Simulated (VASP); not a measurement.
# RbBr in VASP: notebook, part 2 of 2

VASP 6.6.1. Earlier steps stand in the parts before.

### 4 Single point, PBE (biaxial xy strain -1.6%)

Contents of INCAR:

```
ALGO = Normal
EDIFF = 1E-7
ENCUT = 520
GGA = PE
ISIF = 2
ISMEAR = -1
LASPH = T
LCHARG = F
LREAL = F
LWAVE = F
NBANDS = 15
NELM = 80
PREC = Accurate
SIGMA = 0.02
```

Contents of KPOINTS:

```
k-points
0
Gamma
  6 6 6
```

Contents of POSCAR:

```
RbBr
1.0
    4.0603273326      0.0000000000      0.0000000000
    0.0000000000      4.0603273326      0.0000000000
    0.0000000000      0.0000000000      4.1242532581
Rb Br
1 1
Direct
    0.0000000000      0.0000000000      0.0000000000
    0.5000000000      0.5000000000      0.5000000000
```

Potentials or basis: VASP PAW PBE potentials, release 64 (Rb_sv, Br).

On the command line:

```
cat potpaw_PBE.64/Rb_sv/POTCAR potpaw_PBE.64/Br/POTCAR > POTCAR
mpirun -np 1 vasp_std > vasp.out
```

OUTCAR:

```text
EDIFF = 1E-7
   ENCUT = 520
   GGA = PE
   ISIF = 2
   ISMEAR = -1
   LASPH = T
   LREAL = F
   NELM = 80
   PREC = Accurate

 ion  position               nearest neighbor table
   1  0.000  0.000  0.000-   2 3.53   2 3.53   2 3.53   2 3.53   2 3.53   2 3.53   2 3.53   2 3.53

   2  0.500  0.500  0.500-   1 3.53   1 3.53   1 3.53   1 3.53   1 3.53   1 3.53   1 3.53   1 3.53

  LATTYP: Found a simple tetragonal cell.
 ALAT       =     4.0603273326
 C/A-ratio  =     1.0157440325

  Lattice vectors:

 A1 = (   4.0603273326,   0.0000000000,   0.0000000000)
 A2 = (   0.0000000000,   4.0603273326,   0.0000000000)
 A3 = (   0.0000000000,   0.0000000000,   4.1242532581)

Analysis of symmetry for initial positions (statically):
=====================================================================
 Subroutine PRICEL returns:
 Original cell was already a primitive cell.

 Routine SETGRP: Setting up the symmetry group for a
 simple tetragonal supercell.

 Subroutine GETGRP returns: Found 16 space group operations
 (whereof 16 operations were pure point group operations)
 out of a pool of 16 trial point group operations.

The static configuration has the point symmetry D_4h.

Analysis of symmetry for dynamics (positions and initial velocities):
=====================================================================
 Subroutine PRICEL returns:
 Original cell was already a primitive cell.

 Routine SETGRP: Setting up the symmetry group for a
 simple tetragonal supercell.

 Subroutine GETGRP returns: Found 16 space group operations
 (whereof 16 operations were pure point group operations)
 out of a pool of 16 trial point group operations.

The dynamic configuration has the point symmetry D_4h.

 Subroutine INISYM returns: Found 16 space group operations
 (whereof 16 operations are pure point group operations),
 and found     1 'primitive' translations

----------------------------------------------------------------------------------------

                                     Primitive cell

  volume of cell :      67.9935

  direct lattice vectors                    reciprocal lattice vectors
     4.060327333  0.000000000  0.000000000     0.246285562  0.000000000  0.000000000
     0.000000000  4.060327333  0.000000000     0.000000000  0.246285562  0.000000000
     0.000000000  0.000000000  4.124253258     0.000000000  0.000000000  0.242468136

  length of vectors
     4.060327333  4.060327333  4.124253258     0.246285562  0.246285562  0.242468136

  position of ions in fractional coordinates (direct lattice)
     0.000000000  0.000000000  0.000000000
     0.500000000  0.500000000  0.500000000

  ion indices of the primitive-cell ions
   primitive index   ion index
                 1           1
                 2           2

----------------------------------------------------------------------------------------

 KPOINTS: k-points

Automatic generation of k-mesh.
 Grid dimensions read from file:
 generate k-points for:    6    6    6

 Generating k-lattice:

  Cartesian coordinates                     Fractional coordinates (reciprocal lattice)
     0.041047594  0.000000000  0.000000000     0.166666667  0.000000000  0.000000000
     0.000000000  0.041047594  0.000000000     0.000000000  0.166666667  0.000000000
     0.000000000  0.000000000  0.040411356     0.000000000  0.000000000  0.166666667

  Length of vectors
     0.041047594  0.041047594  0.040411356

  Shift w.r.t. Gamma in fractional coordinates (k-lattice)
     0.000000000  0.000000000  0.000000000

 Subroutine IBZKPT returns following result:
 ===========================================

 Found     40 irreducible k-points:

 Following reciprocal coordinates:
            Coordinates               Weight
  0.000000  0.000000  0.000000      1.000000
  0.166667  0.000000  0.000000      4.000000
  0.333333  0.000000  0.000000      4.000000
  0.500000  0.000000  0.000000      2.000000
  0.166667  0.166667  0.000000      4.000000
  0.333333  0.166667  0.000000      8.000000
[... 16 lines left out ...]
  0.333333  0.000000  0.333333      8.000000
  0.500000  0.000000  0.333333      4.000000
 [... further k-points ...]
   k-points           NKPTS =     40   k-points in BZ     NKDIM =     40   number of bands    NBANDS=     15
   number of dos      NEDOS =    301   number of ions     NIONS =      2
   total plane-waves  NPLWV =  28800
   dimension x,y,z NGX =    30 NGY =   30 NGZ =   32
   dimension x,y,z NGXF=    60 NGYF=   60 NGZF=   64
   ions per type =               1   1
   NGX,Y,Z   is equivalent  to a cutoff of  12.28, 12.28, 12.90 a.u.
   NGXF,Y,Z  is equivalent  to a cutoff of  24.57, 24.57, 25.80 a.u.
 SYSTEM =  unknown system
   PREC   = accura    normal or accurate (medium, high low for compatibility)
   ISTART =      0    job   : 0-new  1-cont  2-samecut
   ICHARG =      2    charge: 1-file 2-atom 10-const
   ISPIN  =      1    spin polarized calculation?
   LNONCOLLINEAR =      F non collinear calculations
   LSORBIT =      F    spin-orbit coupling
   LASPH  =      T    aspherical Exc in radial PAW
   ENCUT  =  520.0 eV  38.22 Ry    6.18 a.u.   7.55  7.55  7.67*2*pi/ulx,y,z
   NELM   =     80;   NELMIN=  2; NELMDL= -5     # of ELM steps
   EDIFF  = 0.1E-06   stopping-criterion for ELM
   LREAL  =      F    real-space projection
   EDIFFG = 0.1E-05   stopping-criterion for IOM
   NSW    =      0    number of steps for IOM
   IBRION =     -1    ionic relax: 0-MD 1-quasi-New 2-CG
   NFREE  =      0    steps in history (QN), initial steepest desc. (CG)
   ISIF   =      2    stress and relaxation
   ISYM   =      2    0-nonsym 1-usesym 2-fastsym
   POTIM  = 0.5000    time-step for ionic-motion
   TEBEG  =    0.0;   TEEND  =   0.0 temperature during run
   PSTRESS=    0.0 pullay stress
   NELECT =      16.0000    total number of electrons
   NUPDOWN=      -1.0000    fix difference up-down
   EMIN   =  10.00;   EMAX   =-10.00  energy-range for DOS
   EFERMI =   0.00;   METHOD = LEGACY
   ISMEAR =    -1;   SIGMA  =   0.02  broadening in eV -4-tet -1-fermi 0-gaus
   EFERMI_NEDOS =   21; number of points for ismear=-14 and -15
   IALGO  =     38    algorithm
   IMIX   =      4    mixing-type and parameters
     AMIX     =   0.40;   BMIX     =  1.00
     AMIX_MAG =   1.60;   BMIX_MAG =  1.00
  volume/ion in A,a.u.               =      34.00       229.42
  Fermi-wavevector in a.u.,A,eV,Ry     =   1.010708  1.909961 13.898767  1.021531
  Thomas-Fermi vector in A             =   2.143713
   LORBIT       =      0    0 simple, 1 ext, 2 COOP (PROOUT), +10 PAW based schemes
   GGA     = PE    functional components
   LHFCALC =     F    Hartree Fock is set to
   AEXX    =    0.0000 exact exchange contribution
   IVDW    =     0    specifies the selected vdW correction
   LEPSILON=     F    determine dielectric tensor
   LRPA    =     F    only Hartree local field effects (RPA)
 non-spin polarized calculation
  energy-cutoff  :      520.00
  volume of cell :       67.99
 maximum number of plane-waves:      1856
   NGX = 15   NGY = 15   NGZ = 15

 number of electron      16.0000000 magnetization

 Free energy of the ion-electron system (eV)
  ---------------------------------------------------
  ext. energy  EPLUGINS =         0.00000000
  ---------------------------------------------------
  free energy    TOTEN  =        -5.97859429 eV

  energy without entropy =       -5.97859429  energy(sigma->0) =       -5.97859429

 E-fermi :  -0.0509     XC(G=0):  -8.0685

 val. band max:       -0.4800835194   @ k =   0.5000   0.0000   0.5000
 cond. band min:       3.6877930560   @ k =   0.0000   0.0000   0.0000
 fundamental gap:      4.1678765754
 Fermi energy:        -0.0509201460

 k-point     1 :       0.0000    0.0000    0.0000
  band No.  band energies     occupation
      1     -25.5647      2.00000
      2     -13.1782      2.00000
      3      -9.5514      2.00000
      4      -9.5370      2.00000
      5      -9.5370      2.00000
      6      -0.7121      2.00000
      7      -0.6316      2.00000
      8      -0.6316      2.00000
      9       3.6878      0.00000
     10       5.0090      0.00000
     11       5.0659      0.00000
     12       9.4687      0.00000
     13       9.4687      0.00000
     14       9.6043      0.00000
     15      12.1690      0.00000
[... 397 lines left out ...]
 k-point    24 :       0.5000    0.0000    0.3333
  band No.  band energies     occupation
      1     -25.5253      2.00000
      2     -13.0287      2.00000
      3      -9.8429      2.00000
      4      -9.7742      2.00000
      5      -9.4575      2.00000
      6      -1.7949      2.00000
      7      -1.4081      2.00000
      8      -0.5406      2.00000
      9       5.2328      0.00000
     10       6.0330      0.00000
     11       7.8824      0.00000
     12       7.9088      0.00000
     13       8.8276      0.00000
     14       9.8694      0.00000
     15      11.2336      0.00000

 [... further k-points ...]
[... 5 lines left out ...]
  --------------------------------------------------------------------------------------
  -------------------------------------------------------------------------------------
  Total        0.6905317      0.6905317      0.4866782      0.0000000      0.0000000     -0.0000000
  in kB       16.2714700     16.2714700     11.4679295      0.0000000      0.0000000     -0.0000000
  external PRESSURE =      14.6702899 kB  Pullay stress =       0.0000000 kB

 VOLUME and BASIS-vectors are now :
 -----------------------------------------------------------------------------
  energy-cutoff  :      520.00
  volume of cell :       67.99
      direct lattice vectors                 reciprocal lattice vectors
     4.060327333  0.000000000  0.000000000     0.246285562  0.000000000  0.000000000
     0.000000000  4.060327333  0.000000000     0.000000000  0.246285562  0.000000000
     0.000000000  0.000000000  4.124253258     0.000000000  0.000000000  0.242468136

 POSITION                                       TOTAL-FORCE (eV/Angst)
 -----------------------------------------------------------------------------------
      0.00000      0.00000      0.00000         0.000000      0.000000      0.000000
      2.03016      2.03016      2.06213         0.000000      0.000000      0.000000
 -----------------------------------------------------------------------------------
    total drift:                                0.000000      0.000000      0.000000

  FREE ENERGIE OF THE ION-ELECTRON SYSTEM (eV)
  ---------------------------------------------------
  free  energy   TOTEN  =        -5.9785942853 eV

  energy  without entropy=       -5.9785942853  energy(sigma->0) =       -5.97859429
```

OSZICAR:

```text
N       E                     dE             d eps       ncg     rms          rms(c)
DAV:   1     0.794096439013E+02    0.79410E+02   -0.68343E+03  1200   0.931E+02
DAV:   2    -0.105929971506E+01   -0.80469E+02   -0.73170E+02  1702   0.168E+02
DAV:   3    -0.605896209654E+01   -0.49997E+01   -0.49636E+01  1586   0.424E+01
DAV:   4    -0.620510194959E+01   -0.14614E+00   -0.14612E+00  1762   0.643E+00
DAV:   5    -0.620595680367E+01   -0.85485E-03   -0.85485E-03  1601   0.521E-01    0.276E+00
DAV:   6    -0.600793515661E+01    0.19802E+00   -0.17269E-01  1522   0.230E+00    0.187E+00
DAV:   7    -0.597566915333E+01    0.32266E-01   -0.10266E-01  1508   0.184E+00    0.937E-01
DAV:   8    -0.597860960557E+01   -0.29405E-02   -0.12910E-02  1420   0.690E-01    0.140E-01
DAV:   9    -0.597847025777E+01    0.13935E-03   -0.47928E-04  1606   0.123E-01    0.604E-02
DAV:  10    -0.597859186639E+01   -0.12161E-03   -0.23456E-04  1306   0.991E-02    0.108E-02
DAV:  11    -0.597859272796E+01   -0.86156E-06   -0.75895E-06  1673   0.181E-02    0.624E-03
DAV:  12    -0.597859422038E+01   -0.14924E-05   -0.25265E-06  1389   0.121E-02    0.720E-04
DAV:  13    -0.597859428531E+01   -0.64933E-07   -0.11622E-07  1498   0.238E-03
   1 F= -.59785943E+01 E0= -.59785943E+01  d E =-.498785E-11
```

Run time: 25 s. Hardware: 1 thread of Intel Xeon Platinum 8375C at 2.90GHz (Ice Lake), shared host; peak memory 0.19 GiB.

What came out:

```yaml
Free_energy: -5.9786 eV
Pressure: 1.5 GPa
Band_gap_on_the_k_mesh: 4.17 eV, indirect (least direct gap 4.32 eV)
```

Stress tensor (GPa, compression positive):
```
1.63 0.00 0.00
0.00 1.63 0.00
0.00 0.00 1.15
```

Levels at points of the mesh, in eV from the valence-band top:
```tsv
k point	band 4	band 5	band 6	band 7	band 8	band 9	band 10	band 11	band 12	band 13
(0.00, 0.00, 0.00)	-9.06	-9.06	-0.23	-0.15	-0.15	4.17	5.49	5.55	9.95	9.95
(0.50, 0.00, 0.00)	-9.01	-9.00	-1.83	-0.33	-0.23	6.88	7.23	7.83	8.68	9.90
(0.50, 0.50, 0.00)	-9.41	-8.97	-1.12	-1.12	-0.07	5.33	6.14	7.86	7.86	11.08
(0.00, 0.00, 0.50)	-9.01	-9.01	-1.83	-0.25	-0.25	6.84	7.22	7.73	8.71	10.03
(0.50, 0.00, 0.50)	-9.38	-8.97	-1.13	-1.09	0.00	5.29	6.26	7.99	8.04	11.00
(0.50, 0.50, 0.50)	-9.32	-9.28	-1.45	-1.45	-1.42	8.28	8.35	8.35	9.39	9.54
```

Caveat: the cell differs from its parent crystal (biaxial xy strain -1.6%).

### 5 Single point, r2SCAN (biaxial xy strain -1.6%)

POSCAR is that of step 4.

Contents of INCAR.step1:

```
PREC     = Accurate       # precision mode
ENCUT    = 520            # plane-wave cutoff, eV
ISMEAR   = 0              # smearing method
SIGMA    = 0.01           # smearing width, eV
LREAL    = F              # projectors in reciprocal space
LASPH    = T              # aspherical terms in the spheres
NELM     = 60             # most SCF steps
NBANDS   = 15             # bands
GGA      = PE             # functional
ALGO     = Normal         # electronic algorithm
EDIFF    = 1E-4           # SCF threshold, eV
LWAVE    = T              # write WAVECAR
LCHARG   = F              # write CHGCAR
```

Contents of INCAR.step2:

```
PREC     = Accurate       # precision mode
ENCUT    = 520            # plane-wave cutoff, eV
EDIFF    = 1E-7           # SCF threshold, eV
ISMEAR   = 0              # smearing method
SIGMA    = 0.01           # smearing width, eV
LREAL    = F              # projectors in reciprocal space
LASPH    = T              # aspherical terms in the spheres
NELM     = 60             # most SCF steps
ALGO     = Normal         # electronic algorithm
ISIF     = 2              # what is computed and relaxed
LWAVE    = F              # write WAVECAR
LCHARG   = F              # write CHGCAR
METAGGA  = R2SCAN         # meta-GGA
LMIXTAU  = T            
NBANDS   = 15             # bands
ISTART   = 1
```

Contents of KPOINTS:

```
Automatic mesh
0
Gamma
  6 6 6
```

On the command line:

```
cat potpaw_PBE.64/Rb_sv/POTCAR potpaw_PBE.64/Br/POTCAR > POTCAR
cp INCAR.step1 INCAR
mpirun -np 1 vasp_std > vasp.out
cp INCAR.step2 INCAR
mpirun -np 1 vasp_std > vasp.out
```

It took 96 s on 1 thread of Intel Xeon Platinum 8375C at 2.90GHz (Ice Lake), shared host; peak memory 0.2 GiB.

The run converged. Its results:

| Property | Result |
| --- | --- |
| Free energy | -31.1044 eV |
| Pressure | 0.7 GPa |
| Band gap on the k mesh | 4.93 eV, indirect (least direct gap 5.08 eV) |

Stress tensor (GPa, compression positive):
```
0.83 0.00 0.00
0.00 0.83 0.00
0.00 0.00 0.33
```

Levels at points of the mesh, in eV from the valence-band top:
| k point | band 5 | band 6 | band 7 | band 8 | band 9 | band 10 | band 11 | band 12 |
| --- | --- | --- | --- | --- | --- | --- | --- | --- |
| (0.00, 0.00, 0.00) | -9.30 | -0.23 | -0.15 | -0.15 | 4.93 | 6.02 | 6.09 | 10.74 |
| (0.50, 0.00, 0.00) | -9.24 | -1.82 | -0.32 | -0.22 | 7.45 | 7.96 | 8.56 | 9.33 |
| (0.50, 0.50, 0.00) | -9.21 | -1.13 | -1.13 | -0.07 | 5.94 | 6.83 | 8.56 | 8.56 |
| (0.00, 0.00, 0.50) | -9.25 | -1.81 | -0.24 | -0.24 | 7.41 | 7.94 | 8.46 | 9.36 |
| (0.50, 0.00, 0.50) | -9.21 | -1.15 | -1.11 | 0.00 | 5.91 | 6.96 | 8.69 | 8.75 |
| (0.50, 0.50, 0.50) | -9.52 | -1.46 | -1.46 | -1.43 | 8.92 | 9.00 | 9.00 | 10.19 |

Caveat: the cell differs from its parent crystal (biaxial xy strain -1.6%); the PAW data sets were made with another functional, which shifts forces and pressure a little. A k mesh can miss the band edges.

### 6 The runs side by side

```tsv
level	cell	smearing	gap on the mesh (eV)	pressure (GPa)
PBE	a = 4.320 Å, 2 atoms	fermi-dirac 0.02 eV	3.66	-1.0
r2SCAN	a = 4.320 Å, 2 atoms	gaussian 0.01 eV	4.37	-1.7
PBE	a = 4.060, b = 4.060, c = 4.124 Å, 2 atoms	fermi-dirac 0.02 eV	4.17	1.5
r2SCAN	a = 4.060, b = 4.060, c = 4.124 Å, 2 atoms	gaussian 0.01 eV	4.93	0.7
```

Alike in all rows: task single point; potentials or basis VASP PAW PBE potentials, release 64 (Rb_sv, Br); no spin polarisation; k mesh 6 × 6 × 6; cutoff (eV) 520.

Caveats: the PAW data sets were made with another functional, which shifts forces and pressure a little (some runs).

Absolute energies hang on the potentials; compare differences alone.
